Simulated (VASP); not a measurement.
Wanted: the native input for a VASP 6.6.1 run.

```
Task                   : single point
Functional             : r2SCAN
Potentials or basis    : VASP PAW PBE potentials, release 64 (Zr_sv)
Cutoff                 : 520 eV
k mesh                 : 15 × 15 × 8
Occupations            : gaussian, width 0.1 eV
Spin                   : no spin polarisation
Dipole correction      : no
Further INCAR settings : ALGO = Normal; EDIFF = 1e-07; NBANDS = 19
```

Crystal: Zr.

```xyz
2
Lattice="3.1834 0.0000 0.0000 -1.5917 2.7569 0.0000 0.0000 0.0000 5.1176" Properties=species:S:1:pos:R:3 pbc="T T T"
Zr    0.0000    1.8380    1.2794
Zr    1.5917    0.9190    3.8382
```

These files were run (other wordings do the same):

POSCAR

```
Zr
1.0
    3.1834312009      0.0000000000      0.0000000000
   -1.5917156004      2.7569322912      0.0000000000
    0.0000000000      0.0000000000      5.1176265060
Zr
2
Direct
    0.3333333333      0.6666666667      0.2500000000
    0.6666666667      0.3333333333      0.7500000000
```

INCAR.step1

```
ALGO     = Normal         # electronic algorithm
EDIFF    = 1E-4           # SCF threshold, eV
ENCUT    = 520            # plane-wave cutoff, eV
GGA      = PE             # functional
ISMEAR   = 0              # smearing method
LASPH    = True           # aspherical terms in the spheres
LCHARG   = False          # write CHGCAR
LREAL    = False          # projectors in reciprocal space
LWAVE    = True           # write WAVECAR
NBANDS   = 19             # bands
NELM     = 100            # most SCF steps
PREC     = Accurate       # precision mode
SIGMA    = 0.1            # smearing width, eV
```

INCAR.step2

```
ALGO     = Normal         # electronic algorithm
EDIFF    = 1E-7           # SCF threshold, eV
ENCUT    = 520            # plane-wave cutoff, eV
ISIF     = 2              # what is computed and relaxed
ISMEAR   = 0              # smearing method
ISTART   = 1            
LASPH    = True           # aspherical terms in the spheres
LCHARG   = False          # write CHGCAR
LMIXTAU  = True         
LREAL    = False          # projectors in reciprocal space
LWAVE    = False          # write WAVECAR
METAGGA  = R2SCAN         # meta-GGA
NBANDS   = 19             # bands
NELM     = 100            # most SCF steps
PREC     = Accurate       # precision mode
SIGMA    = 0.1            # smearing width, eV
```

KPOINTS

```
k-points
0
Gamma
  15 15 8
```

Potentials or basis: VASP PAW PBE potentials, release 64 (Zr_sv).

Run with:

```console
$ cat potpaw_PBE.64/Zr_sv/POTCAR > POTCAR
$ cp INCAR.step1 INCAR
$ mpirun -np 1 vasp_std > vasp.out
$ cp INCAR.step2 INCAR
$ mpirun -np 1 vasp_std > vasp.out
```

Results of the run:

```yaml
Pressure: 4.6 GPa
Band_gap_on_the_k_mesh: zero (band 12 reaches 10.45 eV, above the bottom of band 13 at 9.10 eV)
```

Caveat: the PAW data sets were made with another functional, which shifts forces and pressure a little.

It used 700 s of CPU time on 1 thread of AMD EPYC 7R13 Processor (Zen 3), on a shared host.
